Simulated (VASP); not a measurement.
# BN (P6_3mc) in VASP: a series of runs

BN is run at these levels: PBE-based screened hybrid, r2SCAN, PBEsol; tasks: single point.

Program: VASP 6.6.1. These are calculated values, not measurements. Logs are shortened: lines on timing, memory, paths and dates and some standing lists are left out, and cuts for length are marked.

### Step 1. The cell of the first run

It takes space group P6_3mc (No. 186, hexagonal). Conventional cell: a = 2.554 Å, b = 2.554 Å, c = 4.227 Å, α = 90.00°, β = 90.00°, γ = 120.00°. N (site symmetry 3m) has 4 B at 1.57 to 1.58 Å within 2.1 Å. Within 2.1 Å of B (site symmetry 3m) lie 4 N at 1.57 to 1.58 Å.

### Step 2. Single point, PBE-based screened hybrid

The input, POSCAR:

```
BN
1.0
    2.5539396017      0.0000000000      0.0000000000
   -1.2769698009      2.2117765748      0.0000000000
    0.0000000000      0.0000000000      4.2268550000
N B
2 2
Direct
    0.3333333333      0.6666666667      0.1252760000
    0.6666666667      0.3333333333      0.6252760000
    0.3333333333      0.6666666667      0.4997240000
    0.6666666667      0.3333333333      0.9997240000
```

The input, INCAR.step1:

```
SYSTEM = BN
  ALGO = Normal
  EDIFF = 1E-5
  ENCUT = 520
  GGA = PE
  ISIF = 2
  ISMEAR = -1
  LASPH = .True.
  LREAL = .False.
  LWAVE = .True.
  NBANDS = 16
  NELM = 60
  PREC = Accurate
  SIGMA = 0.05
```

The input, INCAR.step2:

```
SYSTEM = BN
  AEXX = 0.35
  ALGO = Normal
  EDIFF = 1E-6
  ENCUT = 520
  GGA = PE
  HFSCREEN = 0.2078699
  ISIF = 2
  ISMEAR = -1
  ISTART = 1
  LASPH = .True.
  LCHARG = .True.
  LELF = .True.
  LHFCALC = .True.
  LREAL = .False.
  LVHAR = .True.
  LWAVE = .False.
  NBANDS = 16
  NELM = 60
  PREC = Accurate
  PRECFOCK = Normal
  SIGMA = 0.05
```

The input, KPOINTS:

```
k-points
0
Gamma
  7 7 4
  0 0 0
```

Potentials or basis: VASP PAW PBE potentials, release 64 (N, B).

The run is started by

```
cat potpaw_PBE.64/N/POTCAR potpaw_PBE.64/B/POTCAR > POTCAR
cp INCAR.step1 INCAR
mpirun -np 1 vasp_std > vasp.out
cp INCAR.step2 INCAR
mpirun -np 1 vasp_std > vasp.out
```

OUTCAR:

```text
SYSTEM = BN
   AEXX = 0.35
   EDIFF = 1E-6
   ENCUT = 520
   GGA = PE
   HFSCREEN = 0.2078699
   ISIF = 2
   ISMEAR = -1
   ISTART = 1
   LASPH = .True.
   LHFCALC = .True.
   LREAL = .False.
   NELM = 60
   PREC = Accurate
   PRECFOCK = Normal

 ion  position               nearest neighbor table
   1  0.333  0.667  0.125-   4 1.57   4 1.57   4 1.57   3 1.58
   2  0.667  0.333  0.625-   3 1.57   3 1.57   3 1.57   4 1.58
   3  0.333  0.667  0.500-   2 1.57   2 1.57   2 1.57   1 1.58
   4  0.667  0.333  1.000-   1 1.57   1 1.57   1 1.57   2 1.58

  LATTYP: Found a hexagonal cell.
 ALAT       =     2.5539396017
 C/A-ratio  =     1.6550332659

  Lattice vectors:

 A1 = (   2.5539396017,   0.0000000000,   0.0000000000)
 A2 = (  -1.2769698009,   2.2117765748,   0.0000000000)
 A3 = (   0.0000000000,   0.0000000000,   4.2268550000)

Analysis of symmetry for initial positions (statically):
=====================================================================
 Subroutine PRICEL returns:
 Original cell was already a primitive cell.

 Routine SETGRP: Setting up the symmetry group for a
 hexagonal supercell.

 Subroutine GETGRP returns: Found 12 space group operations
 (whereof  6 operations were pure point group operations)
 out of a pool of 24 trial point group operations.

The static configuration has the point symmetry C_3v.
 The point group associated with its full space group is C_6v.

Analysis of symmetry for dynamics (positions and initial velocities):
=====================================================================
 Subroutine PRICEL returns:
 Original cell was already a primitive cell.

 Routine SETGRP: Setting up the symmetry group for a
 hexagonal supercell.

 Subroutine GETGRP returns: Found 12 space group operations
 (whereof  6 operations were pure point group operations)
 out of a pool of 24 trial point group operations.

The dynamic configuration has the point symmetry C_3v.
 The point group associated with its full space group is C_6v.

 Subroutine INISYM returns: Found 12 space group operations
 (whereof  6 operations are pure point group operations),
 and found     1 'primitive' translations

----------------------------------------------------------------------------------------

                                     Primitive cell

  volume of cell :      23.8764

  direct lattice vectors                    reciprocal lattice vectors
     2.553939602  0.000000000  0.000000000     0.391551938  0.226062617  0.000000000
    -1.276969801  2.211776575  0.000000000     0.000000000  0.452125233  0.000000000
     0.000000000  0.000000000  4.226855000     0.000000000  0.000000000  0.236582518

  length of vectors
     2.553939602  2.553939602  4.226855000     0.452125233  0.452125233  0.236582518

  position of ions in fractional coordinates (direct lattice)
     0.333333333  0.666666667  0.125276000
     0.666666667  0.333333333  0.625276000
     0.333333333  0.666666667  0.499724000
     0.666666667  0.333333333  0.999724000

  ion indices of the primitive-cell ions
   primitive index   ion index
                 1           1
                 2           2
                 3           3
                 4           4

----------------------------------------------------------------------------------------

 KPOINTS: k-points

Automatic generation of k-mesh.
 Grid dimensions read from file:
 generate k-points for:    7    7    4

 Generating k-lattice:

  Cartesian coordinates                     Fractional coordinates (reciprocal lattice)
     0.055935991  0.032294660  0.000000000     0.142857143  0.000000000  0.000000000
     0.000000000  0.064589319  0.000000000     0.000000000  0.142857143  0.000000000
     0.000000000  0.000000000  0.059145630     0.000000000  0.000000000  0.250000000

  Length of vectors
     0.064589319  0.064589319  0.059145630

  Shift w.r.t. Gamma in fractional coordinates (k-lattice)
     0.000000000  0.000000000  0.000000000

 Subroutine IBZKPT returns following result:
 ===========================================

 Found     24 irreducible k-points:

 Following reciprocal coordinates:
            Coordinates               Weight
  0.000000  0.000000  0.000000      1.000000
  0.142857  0.000000  0.000000      6.000000
  0.285714  0.000000  0.000000      6.000000
  0.428571  0.000000  0.000000      6.000000
  0.142857  0.142857  0.000000      6.000000
  0.285714  0.142857  0.000000     12.000000
[... 16 lines left out ...]
  0.428571  0.142857  0.500000      6.000000
  0.285714  0.285714  0.500000      6.000000
   k-points           NKPTS =     24   k-points in BZ     NKDIM =    196   number of bands    NBANDS=     16
   number of dos      NEDOS =    301   number of ions     NIONS =      4
   total plane-waves  NPLWV =  12800
   dimension x,y,z NGX =    20 NGY =   20 NGZ =   32
   dimension x,y,z NGXF=    40 NGYF=   40 NGZF=   64
   ions per type =               2   2
   NGX,Y,Z   is equivalent  to a cutoff of  13.02, 13.02, 12.59 a.u.
   NGXF,Y,Z  is equivalent  to a cutoff of  26.04, 26.04, 25.17 a.u.
 SYSTEM =  BN
   PREC   = accura    normal or accurate (medium, high low for compatibility)
   ISTART =      1    job   : 0-new  1-cont  2-samecut
   ICHARG =      0    charge: 1-file 2-atom 10-const
   ISPIN  =      1    spin polarized calculation?
   LNONCOLLINEAR =      F non collinear calculations
   LSORBIT =      F    spin-orbit coupling
   LASPH  =      T    aspherical Exc in radial PAW
   ENCUT  =  520.0 eV  38.22 Ry    6.18 a.u.   4.75  4.75  7.86*2*pi/ulx,y,z
   NELM   =     60;   NELMIN=  2; NELMDL=  0     # of ELM steps
   EDIFF  = 0.1E-05   stopping-criterion for ELM
   LREAL  =      F    real-space projection
   EDIFFG = 0.1E-04   stopping-criterion for IOM
   NSW    =      0    number of steps for IOM
   IBRION =     -1    ionic relax: 0-MD 1-quasi-New 2-CG
   NFREE  =      0    steps in history (QN), initial steepest desc. (CG)
   ISIF   =      2    stress and relaxation
   ISYM   =      3    0-nonsym 1-usesym 2-fastsym
   POTIM  = 0.5000    time-step for ionic-motion
   TEBEG  =    0.0;   TEEND  =   0.0 temperature during run
   PSTRESS=    0.0 pullay stress
   NELECT =      16.0000    total number of electrons
   NUPDOWN=      -1.0000    fix difference up-down
   EMIN   =  10.00;   EMAX   =-10.00  energy-range for DOS
   EFERMI =   0.00;   METHOD = LEGACY
   ISMEAR =    -1;   SIGMA  =   0.05  broadening in eV -4-tet -1-fermi 0-gaus
   EFERMI_NEDOS =   21; number of points for ismear=-14 and -15
   IALGO  =     38    algorithm
   IMIX   =      1    mixing-type and parameters
     AMIX     =   0.40;   BMIX     =  1.00
     AMIX_MAG =   1.60;   BMIX_MAG =  1.00
  volume/ion in A,a.u.               =       5.97        40.28
  Fermi-wavevector in a.u.,A,eV,Ry     =   1.432600  2.707222 27.923836  2.052344
  Thomas-Fermi vector in A             =   2.552210
   LORBIT       =      0    0 simple, 1 ext, 2 COOP (PROOUT), +10 PAW based schemes
   GGA     = PE    functional components
   LHFCALC =     T    Hartree Fock is set to
   PRECFOCK=normal    Normal, Fast or Accurate (Low or Medium for compatibility)
   ENCUT4O =  -1.0   cutoff for four orbital integrals eV
   NKREDX  =     1    reduce k-point grid by
   NKREDY  =     1    reduce k-point grid by
   NKREDZ  =     1    reduce k-point grid by
   AEXX    =    0.3500 exact exchange contribution
   HFSCREEN=    0.2079 screening length (either q_TF or 0.3 A-1)
   HFSCREENC=   0.2079 screening length for correlation (either q_TF or 0.3 A-1)
   ENCUTFOCK=  -1.0 apply spherical cutoff to Coloumb kernel
   IVDW    =     0    specifies the selected vdW correction
   LEPSILON=     F    determine dielectric tensor
   LRPA    =     F    only Hartree local field effects (RPA)
 non-spin polarized calculation
  energy-cutoff  :      520.00
  volume of cell :       23.88
 maximum number of plane-waves:       652
 NGX is ok and might be reduce to    20
  NGX = 16; NGY = 16; NGZ = 24

 number of electron      16.0000000 magnetization

 Free energy of the ion-electron system (eV)
  ---------------------------------------------------
  ext. energy  EPLUGINS =         0.00000000
  ---------------------------------------------------
  free energy    TOTEN  =       -42.89437525 eV

  energy without entropy =      -42.89437525  energy(sigma->0) =      -42.89437525

 E-fermi :   7.3048     XC(G=0):  -9.5115

 val. band max:        6.2359585912   @ k =   0.0000   0.0000   0.0000
 cond. band min:      13.7116997671   @ k =   0.2857   0.2857   0.0000
 fundamental gap:      7.4757411759
 Fermi energy:         7.3048348065

 k-point     1 :       0.0000    0.0000    0.0000
  band No.  band energies     occupation
      1     -16.6727      2.00000
      2     -12.1628      2.00000
      3      -5.8968      2.00000
      4       3.8986      2.00000
      5       3.8986      2.00000
      6       5.9611      2.00000
[... 8 lines left out ...]
     15      20.7929      0.00000
     16      25.5165      0.00000

 k-point     2 :       0.1429    0.0000    0.0000
  band No.  band energies     occupation
      1     -16.1867      2.00000
      2     -11.7965      2.00000
      3      -5.4039      2.00000
      4       1.8688      2.00000
      5       3.0937      2.00000
      6       4.5235      2.00000
[... 8 lines left out ...]
     15      22.1320      0.00000
     16      24.5446      0.00000

 k-point     3 :       0.2857    0.0000    0.0000
  band No.  band energies     occupation
      1     -14.7853      2.00000
      2     -10.8975      2.00000
      3      -3.9975      2.00000
      4      -1.8473      2.00000
      5       1.1359      2.00000
      6       1.7174      2.00000
[... 8 lines left out ...]
     15      24.9354      0.00000
     16      25.0486      0.00000

 k-point     4 :       0.4286    0.0000    0.0000
  band No.  band energies     occupation
      1     -12.8051      2.00000
      2     -10.5293      2.00000
      3      -4.2024      2.00000
      4      -2.2480      2.00000
      5      -1.6596      2.00000
      6       0.8494      2.00000
[... 8 lines left out ...]
     15      25.3594      0.00000
     16      27.1074      0.00000

 k-point     5 :       0.1429    0.1429    0.0000
  band No.  band energies     occupation
      1     -15.2405      2.00000
      2     -11.1496      2.00000
      3      -4.4498      2.00000
      4      -0.3147      2.00000
      5       0.8807      2.00000
      6       2.8658      2.00000
[... 8 lines left out ...]
     15      24.4207      0.00000
     16      24.4778      0.00000

 k-point     6 :       0.2857    0.1429    0.0000
  band No.  band energies     occupation
      1     -13.4992      2.00000
      2     -10.3850      2.00000
      3      -3.0793      2.00000
      4      -2.7186      2.00000
      5      -1.1320      2.00000
      6       0.4790      2.00000
[... 8 lines left out ...]
     15      24.5407      0.00000
     16      25.2724      0.00000
[... 267 lines left out ...]
 k-point    21 :       0.1429    0.1429    0.5000
  band No.  band energies     occupation
      1     -13.7347      2.00000
      2     -13.7347      2.00000
      3      -0.5615      2.00000
      4      -0.5615      2.00000
      5       1.8012      2.00000
      6       1.8012      2.00000
[... 8 lines left out ...]
     15      23.6549      0.00000
     16      23.6549      0.00000

 k-point    22 :       0.2857    0.1429    0.5000
  band No.  band energies     occupation
      1     -12.2147      2.00000
      2     -12.2147      2.00000
      3      -3.0076      2.00000
      4      -3.0076      2.00000
      5       0.8382      2.00000
      6       0.8382      2.00000
[... 8 lines left out ...]
     15      24.8651      0.00000
     16      24.8651      0.00000

 k-point    23 :       0.4286    0.1429    0.5000
  band No.  band energies     occupation
      1     -11.1813      2.00000
      2     -11.1813      2.00000
      3      -4.6096      2.00000
      4      -4.6096      2.00000
      5       0.3376      2.00000
      6       0.3376      2.00000
[... 8 lines left out ...]
     15      26.2104      0.00000
     16      26.2104      0.00000

 k-point    24 :       0.2857    0.2857    0.5000
  band No.  band energies     occupation
      1     -11.0015      2.00000
      2     -11.0015      2.00000
      3      -3.7478      2.00000
      4      -3.7478      2.00000
      5      -1.5376      2.00000
      6      -1.5376      2.00000
[... 8 lines left out ...]
     15      25.3370      0.00000
     16      25.3370      0.00000

------------------------ aborting loop because EDIFF is reached ----------------------------------------

  FORCE on cell =-STRESS in cart. coord.  units (eV):
  Direction    XX          YY          ZZ          XY          YZ          ZX
  --------------------------------------------------------------------------------------
  -------------------------------------------------------------------------------------
  Total       -1.7336539     -1.7336539     -1.9451349      0.0000000      0.0000000      0.0000000
  in kB     -116.3332211   -116.3332211   -130.5242125      0.0000000      0.0000000      0.0000000
  external PRESSURE =    -121.0635516 kB  Pullay stress =       0.0000000 kB

 VOLUME and BASIS-vectors are now :
 -----------------------------------------------------------------------------
  energy-cutoff  :      520.00
  volume of cell :       23.88
      direct lattice vectors                 reciprocal lattice vectors
     2.553939602  0.000000000  0.000000000     0.391551938  0.226062617  0.000000000
    -1.276969801  2.211776575  0.000000000     0.000000000  0.452125233  0.000000000
     0.000000000  0.000000000  4.226855000     0.000000000  0.000000000  0.236582518

 POSITION                                       TOTAL-FORCE (eV/Angst)
 -----------------------------------------------------------------------------------
     -0.00000      1.47452      0.52952         0.000000      0.000000     -0.040819
      1.27697      0.73726      2.64295        -0.000000     -0.000000     -0.040819
     -0.00000      1.47452      2.11226         0.000000      0.000000      0.040819
      1.27697      0.73726      4.22569         0.000000      0.000000      0.040819
 -----------------------------------------------------------------------------------
    total drift:                                0.000000      0.000000      0.000077

  FREE ENERGIE OF THE ION-ELECTRON SYSTEM (eV)
  ---------------------------------------------------
  free  energy   TOTEN  =       -42.8943752522 eV

  energy  without entropy=      -42.8943752521  energy(sigma->0) =      -42.89437525
```

It used 2100 s of CPU time on 1 thread of AMD EPYC 7R13 Processor (Zen 3) (shared host).

What came out:

| Property | Result |
| --- | --- |
| Free energy | -42.8944 eV |
| Pressure | -12.1 GPa |
| Largest force | 0.041 eV/Å |
| Band gap on the k mesh | 7.48 eV, indirect (least direct gap 10.54 eV) |

Forces in eV/Å, atoms in the order of the input:
```
N    0.000  0.000 -0.041
N    0.000  0.000 -0.041
B    0.000  0.000  0.041
B    0.000  0.000  0.041
```

Caveat: the PAW data sets were made with another functional, which shifts forces and pressure a little.

### Step 3. Single point, r2SCAN

POSCAR is that of step 2.

The input, INCAR.step1:

```
PREC = Accurate ; ENCUT = 910
ISMEAR = -1 ; SIGMA = 0.05
LREAL = F ; LASPH = T
NELM = 120 ; NBANDS = 16
GGA = PE ; ALGO = Normal
EDIFF = 1E-5 ; LWAVE = T
LCHARG = F ; GGA_COMPAT = F
```

The input, INCAR.step2:

```
PREC = Accurate ; ENCUT = 910
EDIFF = 1E-6 ; ISMEAR = -1
SIGMA = 0.05 ; LREAL = F
LASPH = T ; NELM = 120
ALGO = Normal ; ISIF = 2
LWAVE = F ; LCHARG = F
METAGGA = R2SCAN ; LMIXTAU = T
NBANDS = 16 ; ISTART = 1
GGA_COMPAT = F
```

The input, KPOINTS:

```
Automatic mesh
0
Gamma
  12 12 6
```

Potentials or basis: VASP PAW PBE potentials, release 64 (N_h, B_h).

The run is started by

```
cat potpaw_PBE.64/N_h/POTCAR potpaw_PBE.64/B_h/POTCAR > POTCAR
cp INCAR.step1 INCAR
mpirun -np 1 vasp_std > vasp.out
cp INCAR.step2 INCAR
mpirun -np 1 vasp_std > vasp.out
```

Wall time 1.8 min (1 thread of Intel Xeon 6975P-C (Granite Rapids), shared host); peak memory 0.21 GiB.

It converged, with:

```yaml
Free_energy: -38.3171 eV
Pressure: -5.3 GPa
Largest_force: 0.027 eV/Å
Band_gap_on_the_k_mesh: 5.74 eV, indirect (least direct gap 8.93 eV)
```

Forces in eV/Å, atoms in the order of the input:
```
N    0.000  0.000 -0.027
N    0.000  0.000 -0.027
B    0.000  0.000  0.027
B    0.000  0.000  0.027
```

Stress tensor (GPa, compression positive):
```
-5.09  0.00  0.00
 0.00 -5.09  0.00
 0.00  0.00 -5.70
```

Levels at points of the mesh, in eV from the valence-band top:
| k point | band 5 | band 6 | band 7 | band 8 | band 9 | band 10 | band 11 | band 12 |
| --- | --- | --- | --- | --- | --- | --- | --- | --- |
| (0.00, 0.00, 0.00) | -2.18 | -0.28 | 0.00 | 0.00 | 9.05 | 9.05 | 9.23 | 10.07 |
| (0.50, 0.00, 0.00) | -7.13 | -5.12 | -4.47 | -2.17 | 7.26 | 8.56 | 11.32 | 12.09 |
| (0.00, 0.00, 0.50) | -1.20 | -1.20 | -1.20 | -1.20 | 10.14 | 10.14 | 10.64 | 10.64 |
| (0.50, 0.00, 0.50) | -3.87 | -3.87 | -3.69 | -3.69 | 7.16 | 7.16 | 10.63 | 10.63 |

Caveat: the cutoff is under 1.25 times the usual one of these potentials, so pressure, stress and relaxed cells hold a basis-set (Pulay) error; the PAW data sets were made with another functional, which shifts forces and pressure a little. A k mesh can miss the band edges.

(Continued in part 2 of 2.)
